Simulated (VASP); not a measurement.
# Rh (Pm-3n) in VASP: further runs, part 2 of 2

VASP 6.6.1.

### Step 3. Single point, PBE

INCAR

```
PREC = Accurate
ENCUT = 520
EDIFF = 1E-6
ISMEAR = -1
SIGMA = 0.1
LREAL = F
LASPH = T
NELM = 60
ALGO = Normal
ISIF = 2
LWAVE = F
LCHARG = F
GGA = PE
NBANDS = 70
```

KPOINTS

```
regular mesh
0
Gamma
  7 7 7
```

POSCAR

```
Rh
1.0
    4.8856997782      0.0000000000      0.0000000000
    0.0000000000      4.8856997782      0.0000000000
    0.0000000000      0.0000000000      4.8856997782
Rh
8
Direct
    0.0000000000      1.0000000000      1.0000000000
    0.5000000000      0.5000000000      0.5000000000
    0.2500000000      1.0000000000      0.5000000000
    0.7500000000      0.0000000000      0.5000000000
    0.5000000000      0.2500000000      1.0000000000
    0.5000000000      0.7500000000      1.0000000000
    1.0000000000      0.5000000000      0.2500000000
    1.0000000000      0.5000000000      0.7500000000
```

Potentials or basis: VASP PAW PBE potentials, release 64 (Rh_pv).

The run is started by

```bash
cat potpaw_PBE.64/Rh_pv/POTCAR > POTCAR
mpirun -np 1 vasp_std > vasp.out
```

OUTCAR:

```text
PREC = Accurate
   ENCUT = 520
   EDIFF = 1E-6
   ISMEAR = -1
   LREAL = F
   LASPH = T
   NELM = 60
   ISIF = 2
   GGA = PE

 ion  position               nearest neighbor table
   1  0.000  0.000  0.000-   3 2.73   4 2.73   5 2.73   6 2.73   7 2.73   8 2.73   3 2.73   4 2.73
                             7 2.73   8 2.73   5 2.73   6 2.73
   2  0.500  0.500  0.500-   3 2.73   4 2.73   5 2.73   6 2.73   7 2.73   8 2.73   5 2.73   6 2.73
                             3 2.73   4 2.73   7 2.73   8 2.73
   3  0.250  0.000  0.500-   4 2.44   4 2.44   1 2.73   1 2.73   2 2.73   2 2.73   8 2.99   5 2.99
                             5 2.99   6 2.99   6 2.99   7 2.99   8 2.99   7 2.99
   4  0.750  0.000  0.500-   3 2.44   3 2.44   1 2.73   1 2.73   2 2.73   2 2.73   8 2.99   5 2.99
                             5 2.99   6 2.99   6 2.99   7 2.99   8 2.99   7 2.99
   5  0.500  0.250  0.000-   6 2.44   6 2.44   1 2.73   2 2.73   2 2.73   1 2.73   8 2.99   4 2.99
                             3 2.99   4 2.99   3 2.99   7 2.99   7 2.99   8 2.99
   6  0.500  0.750  0.000-   5 2.44   5 2.44   1 2.73   2 2.73   2 2.73   1 2.73   8 2.99   4 2.99
                             3 2.99   4 2.99   3 2.99   7 2.99   7 2.99   8 2.99
   7  0.000  0.500  0.250-   8 2.44   8 2.44   1 2.73   2 2.73   1 2.73   2 2.73   3 2.99   4 2.99
                             5 2.99   3 2.99   4 2.99   6 2.99   5 2.99   6 2.99
   8  0.000  0.500  0.750-   7 2.44   7 2.44   1 2.73   2 2.73   1 2.73   2 2.73   3 2.99   4 2.99
                             5 2.99   3 2.99   4 2.99   6 2.99   5 2.99   6 2.99

  LATTYP: Found a simple cubic cell.
 ALAT       =     4.8856997782

  Lattice vectors:

 A1 = (   4.8856997782,   0.0000000000,   0.0000000000)
 A2 = (   0.0000000000,   4.8856997782,   0.0000000000)
 A3 = (   0.0000000000,   0.0000000000,   4.8856997782)

Analysis of symmetry for initial positions (statically):
=====================================================================
 Subroutine PRICEL returns:
 Original cell was already a primitive cell.

 Routine SETGRP: Setting up the symmetry group for a
 simple cubic supercell.

 Subroutine GETGRP returns: Found 48 space group operations
 (whereof 24 operations were pure point group operations)
[... 152 lines left out ...]
   AEXX    =    0.0000 exact exchange contribution
   IVDW    =     0    specifies the selected vdW correction
   LEPSILON=     F    determine dielectric tensor
   LRPA    =     F    only Hartree local field effects (RPA)
 non-spin polarized calculation
  energy-cutoff  :      520.00
  volume of cell :      116.62
 maximum number of plane-waves:      3162
   NGX = 19   NGY = 19   NGZ = 19

 number of electron     120.0000119 magnetization

 Free energy of the ion-electron system (eV)
  ---------------------------------------------------
  ext. energy  EPLUGINS =         0.00000000
  ---------------------------------------------------
  free energy    TOTEN  =       -55.94883470 eV

  energy without entropy =      -55.40682581  energy(sigma->0) =      -55.67783026

 E-fermi :  10.8920     XC(G=0): -13.6332

 val. band max:       10.8872759216   @ k =   0.4286   0.1429   0.1429
 cond. band min:      10.8920625114   @ k =   0.4286   0.4286   0.1429
 fundamental gap:      0.0047865897
 Fermi energy:        10.8919806719

 k-point     1 :       0.0000    0.0000    0.0000
  band No.  band energies     occupation
      1     -36.3215      2.00000
      2     -36.3215      2.00000
      3     -36.2555      2.00000
      4     -35.8308      2.00000
      5     -35.8308      2.00000
      6     -35.8308      2.00000
[... 1449 lines left out ...]
     69      13.1135      0.00000
     70      13.1146      0.00000

------------------------ aborting loop because EDIFF is reached ----------------------------------------

  FORCE on cell =-STRESS in cart. coord.  units (eV):
  Direction    XX          YY          ZZ          XY          YZ          ZX
  --------------------------------------------------------------------------------------
  -------------------------------------------------------------------------------------
  Total        0.0415043      0.0415043      0.0415043     -0.0000000      0.0000000      0.0000000
  in kB        0.5701953      0.5701953      0.5701953     -0.0000000      0.0000000      0.0000000
  external PRESSURE =       0.5701953 kB  Pullay stress =       0.0000000 kB

 VOLUME and BASIS-vectors are now :
 -----------------------------------------------------------------------------
  energy-cutoff  :      520.00
  volume of cell :      116.62
      direct lattice vectors                 reciprocal lattice vectors
     4.885699778  0.000000000  0.000000000     0.204678970  0.000000000  0.000000000
     0.000000000  4.885699778  0.000000000     0.000000000  0.204678970  0.000000000
     0.000000000  0.000000000  4.885699778     0.000000000  0.000000000  0.204678970

 POSITION                                       TOTAL-FORCE (eV/Angst)
 -----------------------------------------------------------------------------------
      0.00000      0.00000      0.00000        -0.000000     -0.000000      0.000000
      2.44285      2.44285      2.44285        -0.000000     -0.000000      0.000000
      1.22142      0.00000      2.44285         0.000000      0.000000      0.000000
      3.66427      0.00000      2.44285        -0.000000      0.000000     -0.000000
      2.44285      1.22142      0.00000         0.000000      0.000000      0.000000
      2.44285      3.66427      0.00000        -0.000000     -0.000000     -0.000000
      0.00000      2.44285      1.22142        -0.000000     -0.000000      0.000000
      0.00000      2.44285      3.66427         0.000000     -0.000000     -0.000000
 -----------------------------------------------------------------------------------
    total drift:                                0.000000      0.000000     -0.000000

  FREE ENERGIE OF THE ION-ELECTRON SYSTEM (eV)
  ---------------------------------------------------
  free  energy   TOTEN  =       -55.9488347030 eV

  energy  without entropy=      -55.4068258127  energy(sigma->0) =      -55.67783026
```

OSZICAR:

```text
N       E                     dE             d eps       ncg     rms          rms(c)
DAV:   1     0.166722191329E+04    0.16672E+04   -0.73383E+04  2880   0.198E+03
DAV:   2     0.150968145539E+02   -0.16521E+04   -0.16188E+04  2902   0.633E+02
DAV:   3    -0.575597296808E+02   -0.72657E+02   -0.67096E+02  3188   0.132E+02
DAV:   4    -0.593753856967E+02   -0.18157E+01   -0.17872E+01  2992   0.194E+01
DAV:   5    -0.594030883896E+02   -0.27703E-01   -0.27688E-01  3054   0.237E+00    0.268E+01
DAV:   6    -0.561768700038E+02    0.32262E+01   -0.12742E+01  2826   0.197E+01    0.108E+01
DAV:   7    -0.578394133243E+02   -0.16625E+01   -0.63747E+00  2948   0.203E+01    0.155E+01
DAV:   8    -0.559613610164E+02    0.18781E+01   -0.60995E+00  2914   0.119E+01    0.384E+00
DAV:   9    -0.559486075008E+02    0.12754E-01   -0.11079E-01  2946   0.213E+00    0.329E-01
DAV:  10    -0.559488051815E+02   -0.19768E-03   -0.24891E-03  3120   0.311E-01    0.103E-01
DAV:  11    -0.559488396007E+02   -0.34419E-04   -0.81939E-05  3076   0.515E-02    0.310E-02
DAV:  12    -0.559488350281E+02    0.45726E-05   -0.46520E-06  2502   0.138E-02    0.428E-03
DAV:  13    -0.559488347030E+02    0.32508E-06   -0.54404E-07  1508   0.532E-03
   1 F= -.55948835E+02 E0= -.55677830E+02  d E =-.542009E+00
```

Run time: 78 s. Hardware: 1 thread of Intel Xeon Platinum 8488C (Sapphire Rapids), shared host; peak memory 0.26 GiB.

What came out:

- Free energy: -55.9488 eV
- Pressure: 0.1 GPa
- Band gap on the k mesh: zero (band 60 reaches 11.17 eV, above the bottom of band 61 at 10.81 eV)
